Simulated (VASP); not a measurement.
Here is a VASP 6.6.1 calculation.

INCAR

```
ALGO = Normal ; EDIFF = 1E-7
EDIFFG = -0.02 ; ENCUT = 600
GGA = PS ; IBRION = 2
ISIF = 3 ; ISMEAR = -1
LASPH = T ; LCHARG = F
LREAL = F ; LWAVE = F
NELM = 60 ; NSW = 80
PREC = Accurate ; PSTRESS = 300.0
SIGMA = 0.1
```

KPOINTS

```
k-points
0
Gamma
  9 9 9
```

The input POSCAR:

```
Pt
1.0
    2.5500000000      0.0000000000      0.0000000000
    0.0000000000      2.5500000000      0.0000000000
    0.0000000000      0.0000000000      2.5500000000
Pt
1
Direct
    0.0000000000      0.0000000000      0.0000000000
```

Potentials or basis: VASP PAW PBE potentials, release 64 (Pt).

Command:

```sh
$ cat potpaw_PBE.64/Pt/POTCAR > POTCAR
$ mpirun -np 1 vasp_std > vasp.out
```

(1) Estimate the relaxed volume.

(2) What does it give for the relaxed cell?

(3) Estimate the band gap on the k mesh.

(4) What does it give for the space group after relaxing (to 0.05 Å)?

Answers

(1) 15.59 Å³/atom.

(2) a = 2.498 Å, b = 2.498 Å, c = 2.498 Å, α = 90.00°, β = 90.00°, γ = 90.00°.

(3) zero (band 5 reaches 12.57 eV, above the bottom of band 6 at 9.20 eV).

(4) Pm-3m (No. 221).

Caveat: the cell is relaxed towards a set pressure, so the enthalpy falls and the energy may rise; the PAW data sets were made with another functional, which shifts forces and pressure a little; spin-orbit coupling is left out, which moves the levels of the heavy elements.
